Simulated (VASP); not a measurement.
A run of VASP 6.6.1 is set up as follows.

The input INCAR:

```
SYSTEM = Al
  AGGAC = 1.0
  AGGAX = 1.0
  ALDAC = 0.0
  ALDAX = 1.0
  ALGO = Normal
  EDIFF = 1E-6
  ENCUT = 520
  GGA = B5
  ISIF = 2
  ISMEAR = -1
  LASPH = .True.
  LCHARG = .True.
  LELF = .True.
  LREAL = .False.
  LVHAR = .True.
  LWAVE = .False.
  NBANDS = 10
  NELM = 100
  PREC = Accurate
  SIGMA = 0.1
```

File KPOINTS:

```
k-points
0
Gamma
  14 14 7
  0 0 0
```

The input POSCAR:

```
Al
1.0
    2.8124550000      0.0000000000      0.0000000000
   -1.4062280000      2.4356580000      0.0000000000
    0.0000000000      0.0000000000      4.8668500000
Al
2
Direct
    0.6666666667      0.3333333333      0.7500000000
    0.3333333333      0.6666666667      0.2500000000
```

Potentials or basis: VASP PAW PBE potentials, release 64 (Al).

Launch:

```sh
$ cat potpaw_PBE.64/Al/POTCAR > POTCAR
$ mpirun -np 1 vasp_std > vasp.out
```

(1) Predict the pressure.

(2) Predict the band gap on the k mesh.

Answers

(1) 3.9 GPa.

(2) zero (band 3 reaches 10.86 eV, above the bottom of band 4 at 5.55 eV).

Caveat: the PAW data sets were made with another functional, which shifts forces and pressure a little.
